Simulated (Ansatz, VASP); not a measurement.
# Ca in VASP and in Ansatz

INCAR

```
SYSTEM = Ca
PREC = Accurate
ENCUT = 500
EDIFF = 1E-6
ISMEAR = 0
SIGMA = 0.1
LREAL = .False.
LASPH = .True.
NELM = 120
ALGO = Normal
ISIF = 2
LWAVE = .False.
LCHARG = .False.
GGA = B5
ALDAX = 1.0
AGGAX = 1.0
AGGAC = 1.0
ALDAC = 0.0
NBANDS = 11
GGA_COMPAT = .False.
```

KPOINTS

```
Automatic mesh
0
Gamma
  6 6 6
  0 0 0
```

File POSCAR:

```
Ca
1.0
   -2.2052049036      2.2052049036      2.1961148100
    2.2052049036     -2.2052049036      2.1961148100
    2.2052049036      2.2052049036     -2.1961148100
Ca
1
Direct
    0.5000000000      0.5000000000      0.0000000000
```

Input for Ansatz:

```yaml
crystal:
  lattice:
    - [-2.2052049036, 2.2052049036, 2.19611481]
    - [2.2052049036, -2.2052049036, 2.19611481]
    - [2.2052049036, 2.2052049036, -2.19611481]
  atoms:
    - { symbol: Ca, position: [0.5, 0.5, 0.0] }
basis:
  ecutwfc: 420
kpoints:
  mp_grid: { grid: [6, 6, 6] }
hamiltonian:
  xc: blyp
scf:
  occupations: { method: gaussian, width: 0.1 }
output:
  forces: true
  stress: true
  eigenvalues: true
```

Alike in both runs: task single point; functional BLYP; k mesh 6 × 6 × 6; occupations gaussian, width 0.1 eV; no spin polarisation.

|  | VASP | Ansatz |
| --- | --- | --- |
| version | VASP 6.6.1 | Ansatz 0.2.0 |
| potentials or method | VASP PAW PBE potentials, release 64 (Ca_sv), cutoff 500 eV | scalar-relativistic, plane waves, PAW |
| valence electrons in the cell | 10 | 10 |

```tsv
	VASP	Ansatz	Ansatz less VASP
gap on the k mesh at the Fermi level (eV)	none	none	-
pressure (GPa)	-0.2	-0.2	0.00
```

VASP's potentials were made for PBE, not for BLYP. A gap of «none» marks a metal or a gap that the smearing closes. With one functional, cell and mesh, what is left measures potentials, basis and numerics.
